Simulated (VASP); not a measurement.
# Li5Ge (I4/mmm) in VASP: relaxation of cell and atoms with PBE

Aim: the relaxation of cell and atoms of Li5Ge with PBE.

Program: VASP 6.6.1. These are calculated values, not measurements. Logs are shortened: lines on timing, memory, paths and dates and some standing lists are left out, and cuts for length are marked.

## Step 1: The cell of the first run

The structure is tetragonal, space group I4/mmm (No. 139). The conventional cell has a = 7.905 Å, b = 7.905 Å, c = 4.971 Å, α = 90.00°, β = 90.00°, γ = 90.00°. Within 3.2 Å of Li (site symmetry m2m) lie 1 Ge at 2.43 Å and 1 Li at 3.04 Å. Within 3.3 Å of Li (site symmetry 4/mmm) lie 2 Ge at 2.49 Å. Ge (site symmetry 4/mmm) has 6 Li at 2.43 to 2.49 Å within 3.2 Å.

## Step 2: Relaxation of cell and atoms, PBE

File INCAR:

```
PREC = Accurate
ENCUT = 600
EDIFF = 1E-7
ISMEAR = 0
SIGMA = 0.1
LREAL = F
LASPH = T
NELM = 100
ALGO = Normal
ISIF = 3
LWAVE = F
LCHARG = F
GGA = PE
IBRION = 2
NSW = 100
EDIFFG = -0.01
```

File KPOINTS:

```
Automatic mesh
0
Gamma
  10 10 10
```

File POSCAR:

```
Li5Ge
1.0
   -3.9523826203      3.9523826203      2.4853002993
    3.9523826203     -3.9523826203      2.4853002993
    3.9523826203      3.9523826203     -2.4853002993
Li Ge
5 1
Direct
    0.0000000000      0.6923661659      0.6923661659
    0.0000000000      0.3076338341      0.3076338341
    0.6923661659      0.0000000000      0.6923661659
    0.3076338341      0.0000000000      0.3076338341
    0.5000000000      0.5000000000      0.0000000000
    0.0000000000      0.0000000000      0.0000000000
```

Potentials or basis: VASP PAW PBE potentials, release 64 (Li_sv, Ge_d).

Launch:

```console
cat potpaw_PBE.64/Li_sv/POTCAR potpaw_PBE.64/Ge_d/POTCAR > POTCAR
mpirun -np 1 vasp_std > vasp.out
```

OUTCAR:

```text
PREC = Accurate
   ENCUT = 600
   EDIFF = 1E-7
   ISMEAR = 0
   LREAL = F
   LASPH = T
   NELM = 100
   ISIF = 3
   GGA = PE
   IBRION = 2
   NSW = 100
   EDIFFG = -0.01

 ion  position               nearest neighbor table
   1  0.000  0.692  0.692-   6 2.43
   2  0.000  0.308  0.308-   6 2.43
   3  0.692  0.000  0.692-   6 2.43
   4  0.308  0.000  0.308-   6 2.43
   5  0.500  0.500  0.000-   6 2.49   6 2.49
   6  0.000  0.000  0.000-   1 2.43   2 2.43   3 2.43   4 2.43   5 2.49   5 2.49

  LATTYP: Found a body centered tetragonal cell.
 ALAT       =     7.9047652406
 C/A-ratio  =     0.6288106537

  Lattice vectors:

 A1 = (  -3.9523826203,   3.9523826203,   2.4853002993)
 A2 = (   3.9523826203,  -3.9523826203,   2.4853002993)
 A3 = (   3.9523826203,   3.9523826203,  -2.4853002993)

Analysis of symmetry for initial positions (statically):
=====================================================================
 Subroutine PRICEL returns:
 Original cell was already a primitive cell.

 Routine SETGRP: Setting up the symmetry group for a
 body centered tetragonal supercell.

 Subroutine GETGRP returns: Found 16 space group operations
 (whereof 16 operations were pure point group operations)
 out of a pool of 16 trial point group operations.

The static configuration has the point symmetry D_4h.

Analysis of symmetry for dynamics (positions and initial velocities):
=====================================================================
 Subroutine PRICEL returns:
 Original cell was already a primitive cell.

 Routine SETGRP: Setting up the symmetry group for a
 body centered tetragonal supercell.

 Subroutine GETGRP returns: Found 16 space group operations
 (whereof 16 operations were pure point group operations)
 out of a pool of 16 trial point group operations.

The dynamic configuration has the point symmetry D_4h.

 Subroutine INISYM returns: Found 16 space group operations
 (whereof 16 operations are pure point group operations),
 and found     1 'primitive' translations

----------------------------------------------------------------------------------------

                                     Primitive cell

  volume of cell :     155.2948

  direct lattice vectors                    reciprocal lattice vectors
    -3.952382620  3.952382620  2.485300299     0.000000000  0.126505971  0.201182932
     3.952382620 -3.952382620  2.485300299     0.126505971  0.000000000  0.201182932
     3.952382620  3.952382620 -2.485300299     0.126505971  0.126505971  0.000000000

  length of vectors
     6.117137757  6.117137757  6.117137757     0.237651704  0.237651704  0.178906459

  position of ions in fractional coordinates (direct lattice)
     0.000000000  0.692366166  0.692366166
     0.000000000  0.307633834  0.307633834
     0.692366166  0.000000000  0.692366166
     0.307633834  0.000000000  0.307633834
     0.500000000  0.500000000  0.000000000
     0.000000000  0.000000000  0.000000000

  ion indices of the primitive-cell ions
   primitive index   ion index
                 1           1
                 2           2
                 3           3
                 4           4
                 5           5
                 6           6

----------------------------------------------------------------------------------------

 KPOINTS: Automatic mesh

Automatic generation of k-mesh.
 Grid dimensions read from file:
 generate k-points for:   10   10   10

 Generating k-lattice:

  Cartesian coordinates                     Fractional coordinates (reciprocal lattice)
     0.000000000  0.012650597  0.020118293     0.100000000  0.000000000 -0.000000000
     0.012650597  0.000000000  0.020118293     0.000000000  0.100000000 -0.000000000
     0.012650597  0.012650597  0.000000000     0.000000000  0.000000000  0.100000000

  Length of vectors
     0.023765170  0.023765170  0.017890646

  Shift w.r.t. Gamma in fractional coordinates (k-lattice)
     0.000000000  0.000000000  0.000000000

 Subroutine IBZKPT returns following result:
 ===========================================

 Found    102 irreducible k-points:

 Following reciprocal coordinates:
            Coordinates               Weight
  0.000000  0.000000  0.000000      1.000000
  0.100000 -0.000000  0.000000      8.000000
  0.200000 -0.000000  0.000000      8.000000
  0.300000  0.000000  0.000000      8.000000
  0.400000 -0.000000  0.000000      8.000000
  0.500000 -0.000000  0.000000      4.000000
[... 16 lines left out ...]
  0.300000  0.300000  0.000000      8.000000
  0.400000  0.300000  0.000000     16.000000
 [... further k-points ...]
   k-points           NKPTS =    102   k-points in BZ     NKDIM =    102   number of bands    NBANDS=     18
   number of dos      NEDOS =    301   number of ions     NIONS =      6
   total plane-waves  NPLWV = 125000
   dimension x,y,z NGX =    50 NGY =   50 NGZ =   50
   dimension x,y,z NGXF=   100 NGYF=  100 NGZF=  100
   ions per type =               5   1
   NGX,Y,Z   is equivalent  to a cutoff of  13.59, 13.59, 13.59 a.u.
   NGXF,Y,Z  is equivalent  to a cutoff of  27.18, 27.18, 27.18 a.u.
 SYSTEM =  unknown system
   PREC   = accura    normal or accurate (medium, high low for compatibility)
   ISTART =      0    job   : 0-new  1-cont  2-samecut
   ICHARG =      2    charge: 1-file 2-atom 10-const
   ISPIN  =      1    spin polarized calculation?
   LNONCOLLINEAR =      F non collinear calculations
   LSORBIT =      F    spin-orbit coupling
   LASPH  =      T    aspherical Exc in radial PAW
   ENCUT  =  600.0 eV  44.10 Ry    6.64 a.u.  12.22 12.22 12.22*2*pi/ulx,y,z
   NELM   =    100;   NELMIN=  2; NELMDL= -5     # of ELM steps
   EDIFF  = 0.1E-06   stopping-criterion for ELM
   LREAL  =      F    real-space projection
   EDIFFG = -.1E-01   stopping-criterion for IOM
   NSW    =    100    number of steps for IOM
   IBRION =      2    ionic relax: 0-MD 1-quasi-New 2-CG
   NFREE  =      1    steps in history (QN), initial steepest desc. (CG)
   ISIF   =      3    stress and relaxation
   ISYM   =      2    0-nonsym 1-usesym 2-fastsym
   POTIM  = 0.5000    time-step for ionic-motion
   TEBEG  =    0.0;   TEEND  =   0.0 temperature during run
   PSTRESS=    0.0 pullay stress
   NELECT =      29.0000    total number of electrons
   NUPDOWN=      -1.0000    fix difference up-down
   EMIN   =  10.00;   EMAX   =-10.00  energy-range for DOS
   EFERMI =   0.00;   METHOD = LEGACY
   ISMEAR =     0;   SIGMA  =   0.10  broadening in eV -4-tet -1-fermi 0-gaus
   EFERMI_NEDOS =   21; number of points for ismear=-14 and -15
   IALGO  =     38    algorithm
   IMIX   =      4    mixing-type and parameters
     AMIX     =   0.40;   BMIX     =  1.00
     AMIX_MAG =   1.60;   BMIX_MAG =  1.00
  volume/ion in A,a.u.               =      25.88       174.66
  Fermi-wavevector in a.u.,A,eV,Ry     =   0.935740  1.768292 11.913390  0.875609
  Thomas-Fermi vector in A             =   2.062678
   LORBIT       =      0    0 simple, 1 ext, 2 COOP (PROOUT), +10 PAW based schemes
   GGA     = PE    functional components
   LHFCALC =     F    Hartree Fock is set to
   AEXX    =    0.0000 exact exchange contribution
   IVDW    =     0    specifies the selected vdW correction
   LEPSILON=     F    determine dielectric tensor
   LRPA    =     F    only Hartree local field effects (RPA)
 conjugate gradient relaxation of ions
 non-spin polarized calculation
 Gauss-broadening in eV      SIGMA  =   0.10
  energy-cutoff  :      600.00
  volume of cell :      155.29
 maximum number of plane-waves:      5209
 NGX is ok and might be reduce to    50
   NGX = 25   NGY = 25   NGZ = 25

--------------------------------------- Ionic step        1  -------------------------------------------

 number of electron      28.9999981 magnetization

 Free energy of the ion-electron system (eV)
  ---------------------------------------------------
  ext. energy  EPLUGINS =         0.00000000
  ---------------------------------------------------
  free energy    TOTEN  =       -13.52443510 eV

  energy without entropy =      -13.50025903  energy(sigma->0) =      -13.51234707

------------------------ aborting loop because EDIFF is reached ----------------------------------------

  FORCE on cell =-STRESS in cart. coord.  units (eV):
  Direction    XX          YY          ZZ          XY          YZ          ZX
  --------------------------------------------------------------------------------------
  -------------------------------------------------------------------------------------
  Total        0.2223368      0.2223368      0.0376939      0.0000000      0.0000000      0.0000000
  in kB        2.2938504      2.2938504      0.3888879      0.0000000      0.0000000      0.0000000
  external PRESSURE =       1.6588629 kB  Pullay stress =       0.0000000 kB
[... 65 lines left out ...]
  energy  without entropy=      -13.5009637115  energy(sigma->0) =      -13.51306278

--------------------------------------- Ionic step        3  -------------------------------------------

 number of electron      28.9999979 magnetization

 Free energy of the ion-electron system (eV)
  ---------------------------------------------------
  ext. energy  EPLUGINS =         0.00000000
  ---------------------------------------------------
  free energy    TOTEN  =       -13.52547480 eV

  energy without entropy =      -13.50125040  energy(sigma->0) =      -13.51336260

 E-fermi :   0.0186     XC(G=0):  -6.7412

 val. band max:        0.0139951900   @ k =  -0.2000   0.5000   0.1000
 cond. band min:       0.0188667736   @ k =  -0.2000   0.4000   0.1000
 fundamental gap:      0.0048715836
 Fermi energy:         0.0185504308

 k-point     1 :       0.0000    0.0000    0.0000
  band No.  band energies     occupation
      1     -46.4777      2.00000
      2     -46.4713      2.00000
      3     -46.4712      2.00000
      4     -46.4712      2.00000
      5     -45.7601      2.00000
      6     -23.0586      2.00000
[... 10 lines left out ...]
     17       3.1297      0.00000
     18       3.2096      0.00000
[... 466 lines left out ...]
      2     -46.4731      2.00000
      3     -46.4718      2.00000
      4     -46.4706      2.00000
      5     -45.7600      2.00000
      6     -23.0586      2.00000
[... 10 lines left out ...]
     17       2.0460      0.00000
     18       2.8285      0.00000

 [... further k-points ...]
[... 5 lines left out ...]
  --------------------------------------------------------------------------------------
  -------------------------------------------------------------------------------------
  Total        0.0341626      0.0341626      0.0085675      0.0000000      0.0000000      0.0000000
  in kB        0.3497064      0.3497064      0.0877013      0.0000000      0.0000000      0.0000000
  external PRESSURE =       0.2623714 kB  Pullay stress =       0.0000000 kB
[... 21 lines left out ...]
  FREE ENERGIE OF THE ION-ELECTRON SYSTEM (eV)
  ---------------------------------------------------
  free  energy   TOTEN  =       -13.5254747989 eV

  energy  without entropy=      -13.5012504049  energy(sigma->0) =      -13.51336260

 reached required accuracy - stopping structural energy minimisation
```

Run time: 13 min. Hardware: 1 thread of Intel Xeon Platinum 8488C (Sapphire Rapids), shared host; peak memory 0.59 GiB.

Results:

```yaml
Free_energy: -13.5255 eV
Relaxed_volume: 26.09 Å³/atom
Relaxed_cell: a = 6.136 Å, b = 6.136 Å, c = 6.136 Å, α = 99.45°, β = 99.45°, γ = 132.18°
Space_group_after_relaxing_to_0.05_Å: I4/mmm (No. 139)
Energy_gained_by_relaxing: 0.2 meV/atom
Ionic_steps: 3
Pressure_after_relaxing: 0.0 GPa
Largest_force_after_relaxing: 0.008 eV/Å
```

Forces on the atoms (eV/Å):
```
Li   0.008  0.000  0.000
Li  -0.008  0.000  0.000
Li   0.000  0.008  0.000
Li   0.000 -0.008  0.000
Li   0.000  0.000  0.000
Ge   0.000  0.000  0.000
```

Step by step:
| step | energy change (eV) | largest force (eV/Å) | pressure (GPa) | volume (Å³) |
| --- | --- | --- | --- | --- |
| 1 | 0.0000 | 0.0254 | 0.17 | 155.29 |
| 2 | -0.0007 | 0.0088 | 0.10 | 155.90 |
| 3 | -0.0010 | 0.0076 | 0.03 | 156.52 |

Final structure:
```xyz
6
Lattice="-3.9667 3.9667 2.4868 3.9667 -3.9667 2.4868 3.9667 3.9667 -2.4868" Properties=species:S:1:pos:R:3 pbc="T T T"
Li    5.4903    0.0000    0.0000
Li    2.4430    0.0000    0.0000
Li    0.0000    5.4903    0.0000
Li    0.0000    2.4430    0.0000
Li    0.0000    0.0000    2.4868
Ge    0.0000    0.0000    0.0000
```

Caveat: the cutoff is under 1.25 times the usual one of these potentials, so pressure, stress and relaxed cells hold a basis-set (Pulay) error.
